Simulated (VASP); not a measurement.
Here is a VASP 6.6.1 calculation.

Contents of INCAR:

```
SYSTEM = SiO2
PREC = Accurate ; ENCUT = 520
EDIFF = 1E-7 ; ISMEAR = -1
SIGMA = 0.05 ; LREAL = .False.
LASPH = .True. ; NELM = 80
ALGO = Normal ; ISIF = 2
LWAVE = .False. ; LCHARG = .True.
GGA = PS ; LELF = .True.
LVHAR = .True. ; NBANDS = 25
```

Contents of KPOINTS:

```
regular mesh
0
Gamma
  8 8 11
  0 0 0
```

The input POSCAR:

```
SiO2
1.0
    3.9963460058      0.0000000000      0.0000000000
    0.0000000000      3.9963460058      0.0000000000
    0.0000000000      0.0000000000      2.5968086774
Si O
2 4
Direct
    0.0000000000      0.0000000000      0.0000000000
    0.5000000000      0.5000000000      0.5000000000
    0.3023330083      0.3023330083      0.0000000000
    0.6976669917      0.6976669917      0.0000000000
    0.8023330083      0.1976669917      0.5000000000
    0.1976669917      0.8023330083      0.5000000000
```

Potentials or basis: VASP PAW PBE potentials, release 64 (Si, O).

The run is started by

```sh
$ cat potpaw_PBE.64/Si/POTCAR potpaw_PBE.64/O/POTCAR > POTCAR
$ mpirun -np 1 vasp_std > vasp.out
```

(1) Predict the pressure.

(2) Predict the band gap on the k mesh.

(3) What does it give for the largest force?

Answers

(1) 51.0 GPa.

(2) 6.67 eV.

(3) 0.023 eV/Å.

Caveat: the cell stands under pressure; the PAW data sets were made with another functional, which shifts forces and pressure a little; an odd mesh through Γ misses points on the zone boundary, where band edges can lie.
